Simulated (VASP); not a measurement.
P: single point with BLYP

The system is P.

```
P
1.0
     1.62547   -5.39118    0.00000
     1.62547    5.39118    0.00000
     0.00000    0.00000    4.48223
P
4
Direct
  0.90414 0.09586 0.58882
  0.09586 0.90414 0.41118
  0.59586 0.40414 0.08882
  0.40414 0.59586 0.91118
```

```
Program             : VASP 6.6.1
Task                : single point
Functional          : BLYP
Potentials or basis : VASP PAW PBE potentials, release 64 (P)
Cutoff              : 500 eV
k mesh              : 8 × 8 × 6
Occupations         : fermi-dirac, width 0.05 eV
Spin                : no spin polarisation
```

```json
{
 "Pressure": "9.9 GPa",
 "Largest force": "0.786 eV/Å",
 "Band gap on the k mesh": "0.14 eV"
}
```

Forces on the atoms (eV/Å):
```
P    0.000  0.599 -0.509
P    0.000 -0.599  0.509
P    0.000 -0.599 -0.509
P    0.000  0.599  0.509
```

Stress tensor (GPa, compression positive):
```
11.41  0.00  0.00
 0.00  8.51  0.00
 0.00  0.00  9.88
```

Levels at points of the mesh, in eV from the valence-band top:
```
           k point  band 7  band 8  band 9  band 10  band 11  band 12  band 13  band 14
(0.00, 0.00, 0.00)   -4.21   -2.92   -2.69    -1.29     0.61     1.16     2.07     2.93
(0.50, 0.00, 0.00)   -3.48   -3.48   -2.68    -2.68     0.75     0.75     1.50     1.50
(0.50, 0.50, 0.00)   -4.31   -2.53   -1.67     0.00     0.14     0.92     2.31     2.81
(0.00, 0.00, 0.50)   -3.41   -3.41   -1.71    -1.71     1.62     1.62     2.97     2.97
(0.50, 0.00, 0.50)   -5.40   -5.40   -1.88    -1.88     1.73     1.73     3.53     3.53
(0.50, 0.50, 0.50)   -2.87   -2.87   -2.00    -2.00     1.55     1.55     2.70     2.70
```

Run time: 63 s on 1 thread of Intel(R) Xeon(R) 6975P-C (Granite Rapids), on a shared host, peak memory 0.26 GiB.

Caveat: the cell stands under pressure; the PAW data sets were made with another functional, which shifts forces and pressure a little. A k mesh can miss the band edges.
